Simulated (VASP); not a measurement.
# Be (P6_3/mmc) in VASP: further runs

Runs on Be. Level: PBE. Tasks: single point.

All numbers are computed with VASP 6.6.1; they aren't measurements. Logs are shortened: lines on timing, memory, paths and dates and some standing lists are left out, and cuts for length are marked.

**1. The cell of the first run**

The structure is hexagonal, space group P6_3/mmc (No. 194). The conventional cell has a = 2.242 Å, b = 2.242 Å, c = 3.601 Å, α = 90.00°, β = 90.00°, γ = 120.00°. Be (site symmetry -6m2) has 12 Be at 2.22 to 2.24 Å within 2.9 Å.

**2. Single point, PBE (strain -0.025 along x and y, +0.000 along z)**

Input file INCAR:

```
SYSTEM = Be
PREC = Accurate
ENCUT = 520
EDIFF = 1E-6
ISMEAR = 0
SIGMA = 0.15
LREAL = .False.
LASPH = .True.
NELM = 60
ALGO = Normal
ISIF = 2
LWAVE = .False.
LCHARG = .False.
GGA = PE
NBANDS = 9
```

Input file KPOINTS:

```
Automatic mesh
0
Gamma
  24 24 14
  0 0 0
```

Input file POSCAR:

```
Be
1.0
    2.2420144353      0.0000000000      0.0000000000
   -1.1210072177      1.9416414566      0.0000000000
    0.0000000000      0.0000000000      3.6009000000
Be
2
Direct
    0.3333333333      0.6666666667      0.2500000000
    0.6666666667      0.3333333333      0.7500000000
```

Potentials or basis: VASP PAW PBE potentials, release 64 (Be).

The run is started by

```bash
cat potpaw_PBE.64/Be/POTCAR > POTCAR
mpirun -np 1 vasp_std > vasp.out
```

OUTCAR:

```text
SYSTEM = Be
   PREC = Accurate
   ENCUT = 520
   EDIFF = 1E-6
   ISMEAR = 0
   LREAL = .False.
   LASPH = .True.
   NELM = 60
   ISIF = 2
   GGA = PE

 ion  position               nearest neighbor table
   1  0.333  0.667  0.250-   2 2.22   2 2.22   2 2.22   2 2.22   2 2.22   2 2.22
   2  0.667  0.333  0.750-   1 2.22   1 2.22   1 2.22   1 2.22   1 2.22   1 2.22

  LATTYP: Found a hexagonal cell.
 ALAT       =     2.2420144353
 C/A-ratio  =     1.6061002745

  Lattice vectors:

 A1 = (   2.2420144353,   0.0000000000,   0.0000000000)
 A2 = (  -1.1210072177,   1.9416414566,   0.0000000000)
 A3 = (   0.0000000000,   0.0000000000,   3.6009000000)

Analysis of symmetry for initial positions (statically):
=====================================================================
 Subroutine PRICEL returns:
 Original cell was already a primitive cell.

 Routine SETGRP: Setting up the symmetry group for a
 hexagonal supercell.

 Subroutine GETGRP returns: Found 24 space group operations
 (whereof 12 operations were pure point group operations)
 out of a pool of 24 trial point group operations.

The static configuration has the point symmetry D_3d.
 The point group associated with its full space group is D_6h.

Analysis of symmetry for dynamics (positions and initial velocities):
=====================================================================
 Subroutine PRICEL returns:
 Original cell was already a primitive cell.

 Routine SETGRP: Setting up the symmetry group for a
 hexagonal supercell.

 Subroutine GETGRP returns: Found 24 space group operations
 (whereof 12 operations were pure point group operations)
 out of a pool of 24 trial point group operations.

The dynamic configuration has the point symmetry D_3d.
 The point group associated with its full space group is D_6h.

 Subroutine INISYM returns: Found 24 space group operations
 (whereof 12 operations are pure point group operations),
 and found     1 'primitive' translations

----------------------------------------------------------------------------------------

                                     Primitive cell

  volume of cell :      15.6754

  direct lattice vectors                    reciprocal lattice vectors
     2.242014435  0.000000000  0.000000000     0.446027458  0.257514073  0.000000000
    -1.121007218  1.941641457  0.000000000     0.000000000  0.515028146  0.000000000
     0.000000000  0.000000000  3.600900000     0.000000000  0.000000000  0.277708351

  length of vectors
     2.242014435  2.242014435  3.600900000     0.515028146  0.515028146  0.277708351

  position of ions in fractional coordinates (direct lattice)
     0.333333333  0.666666667  0.250000000
     0.666666667  0.333333333  0.750000000

  ion indices of the primitive-cell ions
   primitive index   ion index
                 1           1
                 2           2

----------------------------------------------------------------------------------------

 KPOINTS: Automatic mesh

Automatic generation of k-mesh.
 Grid dimensions read from file:
 generate k-points for:   24   24   14

 Generating k-lattice:

  Cartesian coordinates                     Fractional coordinates (reciprocal lattice)
     0.018584477  0.010729753  0.000000000     0.041666667  0.000000000  0.000000000
     0.000000000  0.021459506  0.000000000     0.000000000  0.041666667  0.000000000
     0.000000000  0.000000000  0.019836311     0.000000000  0.000000000  0.071428571

  Length of vectors
     0.021459506  0.021459506  0.019836311

  Shift w.r.t. Gamma in fractional coordinates (k-lattice)
     0.000000000  0.000000000  0.000000000

 Subroutine IBZKPT returns following result:
 ===========================================

 Found    488 irreducible k-points:

 Following reciprocal coordinates:
            Coordinates               Weight
  0.000000  0.000000  0.000000      1.000000
  0.041667 -0.000000  0.000000      6.000000
  0.083333  0.000000  0.000000      6.000000
  0.125000  0.000000  0.000000      6.000000
  0.166667 -0.000000  0.000000      6.000000
  0.208333  0.000000  0.000000      6.000000
[... 16 lines left out ...]
  0.416667  0.041667  0.000000     12.000000
  0.458333  0.041667  0.000000     12.000000
 [... further k-points ...]
   k-points           NKPTS =    488   k-points in BZ     NKDIM =    488   number of bands    NBANDS=      9
   number of dos      NEDOS =    301   number of ions     NIONS =      2
   total plane-waves  NPLWV =   9072
   dimension x,y,z NGX =    18 NGY =   18 NGZ =   28
   dimension x,y,z NGXF=    36 NGYF=   36 NGZF=   56
   ions per type =               2
   NGX,Y,Z   is equivalent  to a cutoff of  13.35, 13.35, 12.93 a.u.
   NGXF,Y,Z  is equivalent  to a cutoff of  26.69, 26.69, 25.85 a.u.
 SYSTEM =  Be
   PREC   = accura    normal or accurate (medium, high low for compatibility)
   ISTART =      0    job   : 0-new  1-cont  2-samecut
   ICHARG =      2    charge: 1-file 2-atom 10-const
   ISPIN  =      1    spin polarized calculation?
   LNONCOLLINEAR =      F non collinear calculations
   LSORBIT =      F    spin-orbit coupling
   LASPH  =      T    aspherical Exc in radial PAW
   ENCUT  =  520.0 eV  38.22 Ry    6.18 a.u.   4.17  4.17  6.70*2*pi/ulx,y,z
   NELM   =     60;   NELMIN=  2; NELMDL= -5     # of ELM steps
   EDIFF  = 0.1E-05   stopping-criterion for ELM
   LREAL  =      F    real-space projection
   EDIFFG = 0.1E-04   stopping-criterion for IOM
   NSW    =      0    number of steps for IOM
   IBRION =     -1    ionic relax: 0-MD 1-quasi-New 2-CG
   NFREE  =      0    steps in history (QN), initial steepest desc. (CG)
   ISIF   =      2    stress and relaxation
   ISYM   =      2    0-nonsym 1-usesym 2-fastsym
   POTIM  = 0.5000    time-step for ionic-motion
   TEBEG  =    0.0;   TEEND  =   0.0 temperature during run
   PSTRESS=    0.0 pullay stress
   NELECT =       4.0000    total number of electrons
   NUPDOWN=      -1.0000    fix difference up-down
   EMIN   =  10.00;   EMAX   =-10.00  energy-range for DOS
   EFERMI =   0.00;   METHOD = LEGACY
   ISMEAR =     0;   SIGMA  =   0.15  broadening in eV -4-tet -1-fermi 0-gaus
   EFERMI_NEDOS =   21; number of points for ismear=-14 and -15
   IALGO  =     38    algorithm
   IMIX   =      4    mixing-type and parameters
     AMIX     =   0.40;   BMIX     =  1.00
     AMIX_MAG =   1.60;   BMIX_MAG =  1.00
  volume/ion in A,a.u.               =       7.84        52.89
  Fermi-wavevector in a.u.,A,eV,Ry     =   1.038378  1.962249 14.670184  1.078228
  Thomas-Fermi vector in A             =   2.172859
   LORBIT       =      0    0 simple, 1 ext, 2 COOP (PROOUT), +10 PAW based schemes
   GGA     = PE    functional components
   LHFCALC =     F    Hartree Fock is set to
   AEXX    =    0.0000 exact exchange contribution
   IVDW    =     0    specifies the selected vdW correction
   LEPSILON=     F    determine dielectric tensor
   LRPA    =     F    only Hartree local field effects (RPA)
 non-spin polarized calculation
 Gauss-broadening in eV      SIGMA  =   0.15
  energy-cutoff  :      520.00
  volume of cell :       15.68
 maximum number of plane-waves:       438
 NGX is ok and might be reduce to    18
   NGX =  9   NGY =  9   NGZ = 13

 number of electron       4.0000000 magnetization

 Free energy of the ion-electron system (eV)
  ---------------------------------------------------
  ext. energy  EPLUGINS =         0.00000000
  ---------------------------------------------------
  free energy    TOTEN  =        -7.52777644 eV

  energy without entropy =       -7.52528438  energy(sigma->0) =       -7.52653041

 E-fermi :   7.1492     XC(G=0): -10.6349

 val. band max:        7.1469754149   @ k =   0.2917   0.2917   0.0000
 cond. band min:       7.1521000180   @ k =   0.2917   0.2917   0.0000
 fundamental gap:      0.0051246031
 Fermi energy:         7.1491969070

 k-point     1 :       0.0000    0.0000    0.0000
  band No.  band energies     occupation
      1      -4.3034      2.00000
      2       2.4422      2.00000
      3       7.9013      0.00000
      4      23.6069      0.00000
      5      23.6069      0.00000
      6      26.3626      0.00000
      7      26.3626      0.00000
      8      27.7110      0.00000
      9      34.5803      0.00000

 k-point     2 :       0.0417   -0.0000    0.0000
  band No.  band energies     occupation
      1      -4.2527      2.00000
      2       2.5090      2.00000
      3       7.9178      0.00000
      4      23.1672      0.00000
      5      23.2640      0.00000
      6      26.3576      0.00000
      7      26.5412      0.00000
      8      27.6425      0.00000
      9      33.6386      0.00000

 k-point     3 :       0.0833    0.0000    0.0000
  band No.  band energies     occupation
      1      -4.1004      2.00000
      2       2.7093      2.00000
      3       7.9657      0.00000
      4      22.0105      0.00000
      5      22.4929      0.00000
      6      26.3132      0.00000
      7      26.8022      0.00000
      8      27.4097      0.00000
      9      32.0974      0.00000

 k-point     4 :       0.1250    0.0000    0.0000
  band No.  band energies     occupation
      1      -3.8466      2.00000
      2       3.0428      2.00000
      3       8.0397      0.00000
      4      20.4423      0.00000
      5      21.5914      0.00000
      6      26.1707      0.00000
      7      26.8499      0.00000
      8      26.9291      0.00000
      9      30.4158      0.00000
[... 205 lines left out ...]
 k-point    22 :       0.3750    0.0417    0.0000
  band No.  band energies     occupation
      1       0.2709      2.00000
      2       6.2225      2.00000
      3       8.3798      0.00000
      4      13.1272      0.00000
      5      16.6189      0.00000
      6      16.6946      0.00000
      7      19.3326      0.00000
      8      24.3600      0.00000
      9      27.4738      0.00000

 k-point    23 :       0.4167    0.0417    0.0000
  band No.  band energies     occupation
      1       1.1992      2.00000
      2       5.1513      2.00000
      3       9.5659      0.00000
      4      13.3632      0.00000
      5      15.0524      0.00000
      6      16.1099      0.00000
      7      18.5987      0.00000
      8      24.1633      0.00000
      9      27.4645      0.00000

 k-point    24 :       0.4583    0.0417    0.0000
  band No.  band energies     occupation
      1       2.0121      2.00000
      2       4.2419      2.00000
      3      10.5823      0.00000
      4      13.6343      0.00000
      5      13.8045      0.00000
      6      15.7258      0.00000
      7      18.2292      0.00000
      8      24.0634      0.00000
      9      27.4625      0.00000

 [... further k-points ...]
[... 5 lines left out ...]
  --------------------------------------------------------------------------------------
  -------------------------------------------------------------------------------------
  Total        0.3477844      0.3477844     -0.3667736     -0.0000000      0.0000000      0.0000000
  in kB       35.5469375     35.5469375    -37.4878186     -0.0000000      0.0000000      0.0000000
  external PRESSURE =      11.2020188 kB  Pullay stress =       0.0000000 kB

 VOLUME and BASIS-vectors are now :
 -----------------------------------------------------------------------------
  energy-cutoff  :      520.00
  volume of cell :       15.68
      direct lattice vectors                 reciprocal lattice vectors
     2.242014435  0.000000000  0.000000000     0.446027458  0.257514073  0.000000000
    -1.121007218  1.941641457  0.000000000     0.000000000  0.515028146  0.000000000
     0.000000000  0.000000000  3.600900000     0.000000000  0.000000000  0.277708351

 POSITION                                       TOTAL-FORCE (eV/Angst)
 -----------------------------------------------------------------------------------
     -0.00000      1.29443      0.90023         0.000000      0.000000      0.000000
      1.12101      0.64721      2.70068        -0.000000     -0.000000      0.000000
 -----------------------------------------------------------------------------------
    total drift:                                0.000000     -0.000000      0.000000

  FREE ENERGIE OF THE ION-ELECTRON SYSTEM (eV)
  ---------------------------------------------------
  free  energy   TOTEN  =        -7.5277764412 eV

  energy  without entropy=       -7.5252843798  energy(sigma->0) =       -7.52653041
```

It took 17 s on 1 thread of Intel Xeon 6975P-C (Granite Rapids), shared host; peak memory 0.16 GiB.

Results:

```
Free energy            : -7.5278 eV
Pressure               : 1.1 GPa
Band gap on the k mesh : zero (band 2 reaches 8.06 eV, above the bottom of band 3 at 6.11 eV)
```

Stress tensor (GPa, compression positive):
```
 3.55  0.00  0.00
 0.00  3.55  0.00
 0.00  0.00 -3.75
```

Levels at points of the mesh, in eV from the Fermi level:
```
           k point  band 1  band 2  band 3  band 4  band 5  band 6  band 7
(0.00, 0.00, 0.00)  -11.45   -4.71    0.75   16.46   16.46   19.21   19.21
(0.50, 0.00, 0.00)   -5.03   -3.12    3.57    6.40    6.53    9.74   10.00
(0.00, 0.00, 0.50)   -9.34   -9.34   10.15   10.15   18.04   18.04   18.04
(0.50, 0.00, 0.50)   -3.67   -3.67    1.61    1.61   12.28   12.28   15.08
```

Caveat: the cell differs from its parent crystal (strain -0.025 along x and y, +0.000 along z).

**3. Single point, PBE (strain -0.025 along x and y, +0.025 along z)**

Input file INCAR:

```
SYSTEM = Be
ALGO = Normal ; EDIFF = 1E-7
ENCUT = 520 ; GGA = PE
ISIF = 2 ; ISMEAR = 0
LASPH = .True. ; LCHARG = .False.
LREAL = .False. ; LWAVE = .False.
NBANDS = 9 ; NELM = 100
PREC = Accurate ; SIGMA = 0.15
```

Input file KPOINTS:

```
k-points
0
Gamma
  24 24 14
  0 0 0
```

POSCAR, as its differences from that of step 2:

```diff
@@ -4,3 +4,3 @@
    -1.1210072177      1.9416414566      0.0000000000
-    0.0000000000      0.0000000000      3.6009000000
+    0.0000000000      0.0000000000      3.6909225000
 Be
```

Potentials or basis: VASP PAW PBE potentials, release 64 (Be).

The run is started by

```bash
cat potpaw_PBE.64/Be/POTCAR > POTCAR
mpirun -np 1 vasp_std > vasp.out
```

Run time: 22 s. Hardware: 1 thread of Intel Xeon 6975P-C (Granite Rapids), shared host; peak memory 0.17 GiB.

The run converged. Its results:

- Free energy: -7.5079 eV
- Pressure: -2.0 GPa
- Band gap on the k mesh: zero (band 2 reaches 7.81 eV, above the bottom of band 3 at 6.05 eV)

Stress tensor (GPa, compression positive):
```
  3.20   0.00   0.00
  0.00   3.20   0.00
  0.00   0.00 -12.25
```

Levels at points of the mesh, in eV from the Fermi level:
```csv
k point,band 1,band 2,band 3,band 4,band 5,band 6,band 7
"(0.00, 0.00, 0.00)",-11.40,-4.91,0.18,16.55,16.55,19.12,19.12
"(0.50, 0.00, 0.00)",-4.94,-3.08,3.41,6.02,6.15,9.54,9.88
"(0.00, 0.00, 0.50)",-9.37,-9.37,9.17,9.17,18.00,18.00,18.00
"(0.50, 0.00, 0.50)",-3.65,-3.65,1.53,1.53,12.26,12.26,14.26
```

Caveat: the cell differs from its parent crystal (strain -0.025 along x and y, +0.025 along z).

**4. Single point, PBE (strain +0.000 along x and y, -0.025 along z)**

Input file INCAR:

```
SYSTEM = Be
  PREC = Accurate
  ENCUT = 520
  EDIFF = 1E-7
  ISMEAR = 0
  SIGMA = 0.15
  LREAL = .False.
  LASPH = .True.
  NELM = 100
  ALGO = Normal
  ISIF = 2
  LWAVE = .False.
  LCHARG = .False.
  GGA = PE
  NBANDS = 9
```

Input file KPOINTS:

```
Automatic mesh
0
Gamma
  24 24 14
  0 0 0
```

Input file POSCAR:

```
Be
1.0
    2.2995019849      0.0000000000      0.0000000000
   -1.1497509925      1.9914271350      0.0000000000
    0.0000000000      0.0000000000      3.5108775000
Be
2
Direct
    0.3333333333      0.6666666667      0.2500000000
    0.6666666667      0.3333333333      0.7500000000
```

The run is started by

```bash
cat potpaw_PBE.64/Be/POTCAR > POTCAR
mpirun -np 1 vasp_std > vasp.out
```

It took 21 s on 1 thread of Intel Xeon 6975P-C (Granite Rapids), shared host; peak memory 0.16 GiB.

The run converged. Its results:

| Property | Result |
| --- | --- |
| Free energy | -7.5225 eV |
| Pressure | -1.3 GPa |
| Band gap on the k mesh | zero (band 2 reaches 7.85 eV, above the bottom of band 3 at 5.66 eV) |

Stress tensor (GPa, compression positive):
```
-4.48  0.00  0.00
 0.00 -4.48  0.00
 0.00  0.00  4.91
```

Levels at points of the mesh, in eV from the Fermi level:
| k point | band 1 | band 2 | band 3 | band 4 | band 5 |
| --- | --- | --- | --- | --- | --- |
| (0.00, 0.00, 0.00) | -11.14 | -3.97 | 1.70 | 15.29 | 15.29 |
| (0.50, 0.00, 0.00) | -4.93 | -3.13 | 3.78 | 6.69 | 7.14 |
| (0.00, 0.00, 0.50) | -8.90 | -8.90 | 11.61 | 11.61 | 17.05 |
| (0.50, 0.00, 0.50) | -3.50 | -3.50 | 1.55 | 1.55 | 11.64 |

Caveat: the cell differs from its parent crystal (strain +0.000 along x and y, -0.025 along z).

[end of part 1 of 2]
